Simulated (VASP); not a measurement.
Li:

```
Li
1.0
     3.12643    0.00000    0.00000
    -1.56321    2.70756    0.00000
     0.00000    0.00000    5.10545
Li
2
Direct
  0.33333 0.66667 0.25000
  0.66667 0.33333 0.75000
```

This isn't the form of Li at room conditions, which is bcc.

- Program: VASP 6.6.1
- Task: relaxation of cell and atoms
- Functional: PBEsol
- Potentials or basis: VASP PAW PBE potentials, release 64 (Li_sv)
- Cutoff: 600 eV
- k mesh: 12 × 12 × 6
- Occupations: fermi-dirac, width 0.1 eV
- Spin: no spin polarisation

At the start: pressure -0.9 GPa; volume 21.61 Å³/atom.

Q: Where does the relaxation end?

A: Over 4 steps the energy falls by 4.9 meV/atom and the volume is 19.98 Å³/atom (-7.5 %); space group P6_3/mmc (No. 194, to 0.1 Å) before and after.

Step by step:
| step | energy change (eV) | largest force (eV/Å) | pressure (GPa) | volume (Å³) |
| --- | --- | --- | --- | --- |
| 1 | 0.0000 | 0.0000 | -0.92 | 43.22 |
| 2 | -0.0040 | 0.0000 | -0.73 | 42.45 |
| 3 | -0.0098 | 0.0000 | -0.07 | 40.19 |
| 4 | -0.0098 | 0.0000 | 0.01 | 39.96 |

Final structure:
```xyz
2
Lattice="3.0465 0.0000 0.0000 -1.5232 2.6383 0.0000 0.0000 0.0000 4.9712" Properties=species:S:1:pos:R:3 pbc="T T T"
Li    0.0000    1.7589    1.2428
Li    1.5232    0.8794    3.7284
```

Caveat: the cutoff is under 1.25 times the usual one of these potentials, so pressure, stress and relaxed cells hold a basis-set (Pulay) error; the PAW data sets were made with another functional, which shifts forces and pressure a little.
